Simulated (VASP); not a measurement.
Si3N4: single point with r2SCAN

The system is Si3N4.

```xyz
14
Lattice="-3.2843 3.2843 3.2843 3.2843 -3.2843 3.2843 3.2843 3.2843 -3.2843" Properties=species:S:1:pos:R:3 pbc="T T T"
Si    2.4632    3.2843   -1.6421
Si   -1.6421    2.4632    3.2843
Si    0.8211    3.2843    1.6421
Si    1.6421    0.8211    3.2843
Si    3.2843   -1.6421    2.4632
Si    3.2843    1.6421    0.8211
N     1.8596    1.8596    1.8596
N     0.2174   -0.2174    3.0669
N     1.4247    4.7090   -1.4247
N     3.0669    0.2174   -0.2174
N    -1.4247    1.4247    4.7090
N     0.2174    0.2174    0.2174
N     4.7090   -1.4247    1.4247
N    -0.2174    3.0669    0.2174
```

```
Program                : VASP 6.6.1
Task                   : single point
Functional             : r2SCAN
Potentials or basis    : VASP PAW PBE potentials, release 64 (Si, N)
Cutoff                 : 520 eV
k mesh                 : 6 × 6 × 6
Occupations            : fermi-dirac, width 0.02 eV
Spin                   : no spin polarisation
Dipole correction      : no
Further INCAR settings : ALGO = Normal; EDIFF = 1e-06; NBANDS = 45
```

| Quantity | Value |
| --- | --- |
| Pressure | -14.4 GPa |
| Band gap on the k mesh | 4.49 eV (least direct gap 4.70 eV) |

Levels at points of the mesh, in eV from the valence-band top:
| k point | band 28 | band 29 | band 30 | band 31 | band 32 | band 33 | band 34 | band 35 | band 36 | band 37 |
| --- | --- | --- | --- | --- | --- | --- | --- | --- | --- | --- |
| (0.00, 0.00, 0.00) | -1.90 | -0.16 | -0.16 | -0.16 | -0.09 | 4.78 | 5.02 | 5.02 | 5.02 | 5.25 |
| (0.50, 0.00, 0.00) | -1.94 | -1.24 | -1.24 | -0.02 | -0.02 | 5.42 | 5.42 | 6.24 | 6.24 | 6.75 |
| (0.50, 0.50, 0.50) | -1.84 | -1.84 | -1.84 | -1.19 | -1.19 | 5.86 | 5.86 | 5.86 | 5.86 | 5.86 |

Run time: 5 min on 1 thread of Intel(R) Xeon(R) Platinum 8488C (Sapphire Rapids), on a shared host, peak memory 0.31 GiB.

Caveat: the cell stands under tension; the PAW data sets were made with another functional, which shifts forces and pressure a little. A k mesh can miss the band edges.
